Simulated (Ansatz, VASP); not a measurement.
# Two plane-wave programs on HfN

```
CELL_PARAMETERS angstrom
0.00000 2.16763 2.27381
2.27381 0.00000 2.27381
2.27381 2.16763 0.00000
ATOMIC_POSITIONS crystal
Hf 0.00033 0.99967 0.00033
N 0.49573 0.50427 0.49573
```

Change from the starting cell: mode 5 frozen in at -0.019 Å, normal strain along y -0.0467.

Alike in both runs: task single point; functional PBE; k mesh 16 × 16 × 16; occupations gaussian, width 0.15 eV; no spin polarisation.

```csv
,VASP,Ansatz
version,VASP 6.6.1,Ansatz 0.2.0
potentials or method,"VASP PAW PBE potentials, release 64 (Hf_pv, N), cutoff 520 eV","scalar-relativistic, plane waves, PAW"
valence electrons in the cell,15,31
```

|  | VASP | Ansatz | Ansatz less VASP |
| --- | --- | --- | --- |
| gap on the k mesh at the Fermi level (eV) | none | none | - |
| pressure (GPa) | 13.2 | 15.6 | +2.41 |
| traceless stress, the component that is largest in VASP (GPa) | 19.77 | 19.88 | +0.107 |
| rms of the force components (eV/Å) | 0.211 | 0.211 | -0.0003 |

Atom by atom the forces differ by 0.000 eV/Å (rms over components). A gap of «none» marks a metal or a gap that the smearing closes. The functional is the same, so the differences come from potentials, cutoffs and numerics. VASP's potentials hold 15 valence electrons a cell and Ansatz's 31, so a difference there can come from the potentials and not from the codes.

Spin-orbit coupling is off throughout.
